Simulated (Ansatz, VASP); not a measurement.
## Two plane-wave programs on VH6

```xyz
7
Lattice="3.7122 0.0000 0.0000 0.0000 3.7122 0.0000 0.0000 0.0000 3.7122" Properties=species:S:1:pos:R:3 pbc="T T T"
V     0.0000    0.0000    0.0000
H     1.8561    1.8561    0.4037
H     1.8561    1.8561    3.3085
H     0.4037    1.8561    1.8561
H     3.3085    1.8561    1.8561
H     1.8561    0.4037    1.8561
H     1.8561    3.3085    1.8561
```

Change from the starting cell: species swapped into the PrB6 type (Pm-3m, No. 221).

Alike in both runs: functional PBE; k mesh 6 × 6 × 6; occupations gaussian, width 0.1 eV; collinear spin.

Ansatz relaxed the structure, and its values are those at the end. VASP's run is a single point on that final structure, the one shown.

```csv
,VASP,Ansatz
version,VASP 6.6.1,Ansatz 0.2.0
potentials or method,"VASP PAW PBE potentials, release 64 (V_sv, H), cutoff 520 eV","scalar-relativistic, plane waves, PAW"
valence electrons in the cell,19,19
```

```tsv
	VASP	Ansatz	Ansatz less VASP
gap on the k mesh at the Fermi level (eV)	none	none	-
pressure (GPa)	0.0	0.3	+0.23
rms of the force components (eV/Å)	0.018	0.017	-0.0015
net moment per atom (μB)	0.63	0.63	0.000
size of the moment on the site where the two differ most (μB)	3.29	3.15	-0.134
```

Site moments also hang on the region over which each program counts them. A gap of «none» marks a metal or a gap that the smearing closes. With one functional, cell and mesh, what is left measures potentials, basis and numerics.
